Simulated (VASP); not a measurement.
# Ba (Im-3m) in VASP: a series of runs

The runs below take Ba through single point, relaxation of cell and atoms, with LDA.

All numbers are computed with VASP 6.6.1; they aren't measurements. Logs are shortened: lines on timing, memory, paths and dates and some standing lists are left out, and cuts for length are marked.

### 1 The cell of the first run

Symmetry: Im-3m, No. 229, cubic system. Conventional cell: a = 4.751 Å, b = 4.751 Å, c = 4.751 Å, α = 90.00°, β = 90.00°, γ = 90.00°. Ba (site symmetry m-3m) has 14 Ba at 4.11 to 4.75 Å within 5.4 Å.

### 2 Single point, LDA

INCAR

```
PREC = Accurate
ENCUT = 520
EDIFF = 1E-6
ISMEAR = 0
SIGMA = 0.1
LREAL = F
LASPH = T
NELM = 100
ALGO = Normal
ISIF = 2
LWAVE = F
LCHARG = F
GGA = CA
NBANDS = 11
```

KPOINTS

```
regular mesh
0
Gamma
  12 12 12
```

POSCAR

```
Ba
1.0
   -2.3757001155      2.3757001155      2.3757001155
    2.3757001155     -2.3757001155      2.3757001155
    2.3757001155      2.3757001155     -2.3757001155
Ba
1
Direct
    0.0000000000      0.0000000000      0.0000000000
```

Potentials or basis: VASP PAW LDA potentials, release 64 (Ba_sv).

On the command line:

```bash
> cat potpaw_LDA.64/Ba_sv/POTCAR > POTCAR
> mpirun -np 1 vasp_std > vasp.out
```

OUTCAR:

```text
PREC = Accurate
   ENCUT = 520
   EDIFF = 1E-6
   ISMEAR = 0
   LREAL = F
   LASPH = T
   NELM = 100
   ISIF = 2
   GGA = CA

 ion  position               nearest neighbor table
   1  0.000  0.000  0.000-

  LATTYP: Found a body centered cubic cell.
 ALAT       =     4.7514002310

  Lattice vectors:

 A1 = (  -2.3757001155,   2.3757001155,   2.3757001155)
 A2 = (   2.3757001155,  -2.3757001155,   2.3757001155)
 A3 = (   2.3757001155,   2.3757001155,  -2.3757001155)

Analysis of symmetry for initial positions (statically):
=====================================================================
 Subroutine PRICEL returns:
 Original cell was already a primitive cell.

 Routine SETGRP: Setting up the symmetry group for a
 body centered cubic supercell.

 Subroutine GETGRP returns: Found 48 space group operations
 (whereof 48 operations were pure point group operations)
 out of a pool of 48 trial point group operations.

The static configuration has the point symmetry O_h .

Analysis of symmetry for dynamics (positions and initial velocities):
=====================================================================
 Subroutine PRICEL returns:
 Original cell was already a primitive cell.

 Routine SETGRP: Setting up the symmetry group for a
 body centered cubic supercell.

 Subroutine GETGRP returns: Found 48 space group operations
 (whereof 48 operations were pure point group operations)
 out of a pool of 48 trial point group operations.

The dynamic configuration has the point symmetry O_h .

 Subroutine INISYM returns: Found 48 space group operations
 (whereof 48 operations are pure point group operations),
 and found     1 'primitive' translations

----------------------------------------------------------------------------------------

                                     Primitive cell

  volume of cell :      53.6333

  direct lattice vectors                    reciprocal lattice vectors
    -2.375700115  2.375700115  2.375700115     0.000000000  0.210464274  0.210464274
     2.375700115 -2.375700115  2.375700115     0.210464274  0.000000000  0.210464274
     2.375700115  2.375700115 -2.375700115     0.210464274  0.210464274  0.000000000

  length of vectors
     4.114833304  4.114833304  4.114833304     0.297641431  0.297641431  0.297641431

  position of ions in fractional coordinates (direct lattice)
     0.000000000  0.000000000  0.000000000

  ion indices of the primitive-cell ions
   primitive index   ion index
                 1           1

----------------------------------------------------------------------------------------

 KPOINTS: regular mesh

Automatic generation of k-mesh.
 Grid dimensions read from file:
 generate k-points for:   12   12   12

 Generating k-lattice:

  Cartesian coordinates                     Fractional coordinates (reciprocal lattice)
     0.000000000  0.017538689  0.017538689     0.083333333  0.000000000  0.000000000
     0.017538689  0.000000000  0.017538689     0.000000000  0.083333333  0.000000000
     0.017538689  0.017538689  0.000000000     0.000000000  0.000000000  0.083333333

  Length of vectors
     0.024803453  0.024803453  0.024803453

  Shift w.r.t. Gamma in fractional coordinates (k-lattice)
     0.000000000  0.000000000  0.000000000

 Subroutine IBZKPT returns following result:
 ===========================================

 Found     72 irreducible k-points:

 Following reciprocal coordinates:
            Coordinates               Weight
  0.000000  0.000000  0.000000      1.000000
  0.083333  0.000000  0.000000     12.000000
  0.166667  0.000000  0.000000     12.000000
  0.250000  0.000000  0.000000     12.000000
  0.333333  0.000000  0.000000     12.000000
  0.416667  0.000000  0.000000     12.000000
[... 16 lines left out ...]
  0.333333  0.083333  0.083333     24.000000
  0.416667  0.083333  0.083333     12.000000
 [... further k-points ...]
   k-points           NKPTS =     72   k-points in BZ     NKDIM =     72   number of bands    NBANDS=     11
   number of dos      NEDOS =    301   number of ions     NIONS =      1
   total plane-waves  NPLWV =  32768
   dimension x,y,z NGX =    32 NGY =   32 NGZ =   32
   dimension x,y,z NGXF=    64 NGYF=   64 NGZF=   64
   ions per type =               1
   NGX,Y,Z   is equivalent  to a cutoff of  12.93, 12.93, 12.93 a.u.
   NGXF,Y,Z  is equivalent  to a cutoff of  25.86, 25.86, 25.86 a.u.
 SYSTEM =  unknown system
   PREC   = accura    normal or accurate (medium, high low for compatibility)
   ISTART =      0    job   : 0-new  1-cont  2-samecut
   ICHARG =      2    charge: 1-file 2-atom 10-const
   ISPIN  =      1    spin polarized calculation?
   LNONCOLLINEAR =      F non collinear calculations
   LSORBIT =      F    spin-orbit coupling
   LASPH  =      T    aspherical Exc in radial PAW
   ENCUT  =  520.0 eV  38.22 Ry    6.18 a.u.   7.65  7.65  7.65*2*pi/ulx,y,z
   NELM   =    100;   NELMIN=  2; NELMDL= -5     # of ELM steps
   EDIFF  = 0.1E-05   stopping-criterion for ELM
   LREAL  =      F    real-space projection
   EDIFFG = 0.1E-04   stopping-criterion for IOM
   NSW    =      0    number of steps for IOM
   IBRION =     -1    ionic relax: 0-MD 1-quasi-New 2-CG
   NFREE  =      0    steps in history (QN), initial steepest desc. (CG)
   ISIF   =      2    stress and relaxation
   ISYM   =      2    0-nonsym 1-usesym 2-fastsym
   POTIM  = 0.5000    time-step for ionic-motion
   TEBEG  =    0.0;   TEEND  =   0.0 temperature during run
   PSTRESS=    0.0 pullay stress
   NELECT =      10.0000    total number of electrons
   NUPDOWN=      -1.0000    fix difference up-down
   EMIN   =  10.00;   EMAX   =-10.00  energy-range for DOS
   EFERMI =   0.00;   METHOD = LEGACY
   ISMEAR =     0;   SIGMA  =   0.10  broadening in eV -4-tet -1-fermi 0-gaus
   EFERMI_NEDOS =   21; number of points for ismear=-14 and -15
   IALGO  =     38    algorithm
   IMIX   =      4    mixing-type and parameters
     AMIX     =   0.40;   BMIX     =  1.00
     AMIX_MAG =   1.60;   BMIX_MAG =  1.00
  volume/ion in A,a.u.               =      53.63       361.94
  Fermi-wavevector in a.u.,A,eV,Ry     =   0.935255  1.767375 11.901033  0.874701
  Thomas-Fermi vector in A             =   2.062143
   LORBIT       =      0    0 simple, 1 ext, 2 COOP (PROOUT), +10 PAW based schemes
   GGA     = CA    functional components
   LHFCALC =     F    Hartree Fock is set to
   AEXX    =    0.0000 exact exchange contribution
   IVDW    =     0    specifies the selected vdW correction
   LEPSILON=     F    determine dielectric tensor
   LRPA    =     F    only Hartree local field effects (RPA)
 non-spin polarized calculation
 Gauss-broadening in eV      SIGMA  =   0.10
  energy-cutoff  :      520.00
  volume of cell :       53.63
 maximum number of plane-waves:      1481
   NGX = 15   NGY = 15   NGZ = 15

 number of electron      10.0000000 magnetization

 number of electron       9.9999999 magnetization

 Free energy of the ion-electron system (eV)
  ---------------------------------------------------
  ext. energy  EPLUGINS =         0.00000000
  ---------------------------------------------------
  free energy    TOTEN  =        -2.25323141 eV

  energy without entropy =       -2.24753614  energy(sigma->0) =       -2.25038378

 E-fermi :   1.9908     XC(G=0):  -8.1574

 val. band max:        1.9722540241   @ k =   0.2500   0.2500   0.0833
 cond. band min:       2.0027530830   @ k =  -0.4167  -0.4167   0.1667
 fundamental gap:      0.0304990589
 Fermi energy:         1.9908127408

 k-point     1 :       0.0000    0.0000    0.0000
  band No.  band energies     occupation
      1     -26.5840      2.00000
      2     -11.4189      2.00000
      3     -11.4189      2.00000
      4     -11.4189      2.00000
      5      -0.8152      2.00000
      6       3.9230      0.00000
      7       3.9230      0.00000
      8       3.9230      0.00000
      9       5.6191      0.00000
     10       5.6191      0.00000
     11       9.4368      0.00000

 k-point     2 :       0.0833    0.0000    0.0000
  band No.  band energies     occupation
      1     -26.5781      2.00000
      2     -11.4766      2.00000
      3     -11.4359      2.00000
      4     -11.4195      2.00000
      5      -0.6552      2.00000
      6       3.7952      0.00000
      7       3.8612      0.00000
      8       4.0851      0.00000
      9       5.4005      0.00000
     10       5.6043      0.00000
     11       9.6225      0.00000

 k-point     3 :       0.1667    0.0000    0.0000
  band No.  band energies     occupation
      1     -26.5622      2.00000
      2     -11.6291      2.00000
      3     -11.4818      2.00000
      4     -11.4210      2.00000
      5      -0.2187      2.00000
      6       3.4895      0.00000
      7       3.5973      0.00000
      8       4.5625      0.00000
      9       5.2040      0.00000
     10       5.5990      0.00000
     11      10.0272      0.00000

 k-point     4 :       0.2500    0.0000    0.0000
  band No.  band energies     occupation
      1     -26.5402      2.00000
      2     -11.8270      2.00000
      3     -11.5432      2.00000
      4     -11.4231      2.00000
      5       0.3539      2.00000
      6       3.1424      0.00000
      7       3.2543      0.00000
      8       5.3259      0.00000
      9       5.3284      0.00000
     10       5.6730      0.00000
     11      10.0189      0.00000
[... 239 lines left out ...]
 k-point    22 :       0.2500    0.0833    0.0833
  band No.  band energies     occupation
      1     -26.5140      2.00000
      2     -12.0179      2.00000
      3     -11.6125      2.00000
      4     -11.4732      2.00000
      5       1.1166      2.00000
      6       2.7305      0.00000
      7       2.9401      0.00000
      8       5.6578      0.00000
      9       5.9804      0.00000
     10       6.8962      0.00000
     11       9.6717      0.00000

 k-point    23 :       0.3333    0.0833    0.0833
  band No.  band energies     occupation
      1     -26.4995      2.00000
      2     -12.1103      2.00000
      3     -11.6771      2.00000
      4     -11.4782      2.00000
      5       1.2905      2.00000
      6       2.5830      0.00000
      7       3.3253      0.00000
      8       5.7899      0.00000
      9       6.2153      0.00000
     10       7.8206      0.00000
     11       8.9541      0.00000

 k-point    24 :       0.4167    0.0833    0.0833
  band No.  band energies     occupation
      1     -26.4942      2.00000
      2     -12.1428      2.00000
      3     -11.7012      2.00000
      4     -11.4800      2.00000
      5       1.3010      2.00000
      6       2.5335      0.00000
      7       3.6205      0.00000
      8       5.7793      0.00000
      9       6.3333      0.00000
     10       8.4255      0.00000
     11       8.6581      0.00000

 [... further k-points ...]

------------------------ aborting loop because EDIFF is reached ----------------------------------------

  FORCE on cell =-STRESS in cart. coord.  units (eV):
  Direction    XX          YY          ZZ          XY          YZ          ZX
  --------------------------------------------------------------------------------------
  -------------------------------------------------------------------------------------
  Total        0.0318143      0.0318143      0.0318143      0.0000000     -0.0000000     -0.0000000
  in kB        0.9503829      0.9503829      0.9503829      0.0000000     -0.0000000     -0.0000000
  external PRESSURE =       0.9503829 kB  Pullay stress =       0.0000000 kB

 VOLUME and BASIS-vectors are now :
 -----------------------------------------------------------------------------
  energy-cutoff  :      520.00
  volume of cell :       53.63
      direct lattice vectors                 reciprocal lattice vectors
    -2.375700115  2.375700115  2.375700115     0.000000000  0.210464274  0.210464274
     2.375700115 -2.375700115  2.375700115     0.210464274  0.000000000  0.210464274
     2.375700115  2.375700115 -2.375700115     0.210464274  0.210464274  0.000000000

 POSITION                                       TOTAL-FORCE (eV/Angst)
 -----------------------------------------------------------------------------------
      0.00000      0.00000      0.00000        -0.000000      0.000000      0.000000
 -----------------------------------------------------------------------------------
    total drift:                                0.000000     -0.000000     -0.000000

  FREE ENERGIE OF THE ION-ELECTRON SYSTEM (eV)
  ---------------------------------------------------
  free  energy   TOTEN  =        -2.2532314141 eV

  energy  without entropy=       -2.2475361393  energy(sigma->0) =       -2.25038378
```

It took 39 s on 1 thread of Intel Xeon 8259CL, shared host; peak memory 0.18 GiB.

What came out:

* Free energy: -2.2532 eV
* Pressure: 0.1 GPa
* Band gap on the k mesh: zero (bands 5 and 6 overlap by 1.48 eV)

Levels at points of the mesh, in eV from the Fermi level:
```tsv
k point	band 3	band 4	band 5	band 6	band 7	band 8
(0.00, 0.00, 0.00)	-13.41	-13.41	-2.81	1.93	1.93	1.93
(0.50, 0.00, 0.00)	-13.65	-13.42	-1.03	0.60	1.89	3.64
(0.50, 0.50, 0.50)	-13.94	-13.94	-0.78	-0.78	5.22	5.22
```

Caveat: spin-orbit coupling is left out, which moves the levels of the heavy elements.

(Part 1 of 2 ends here.)
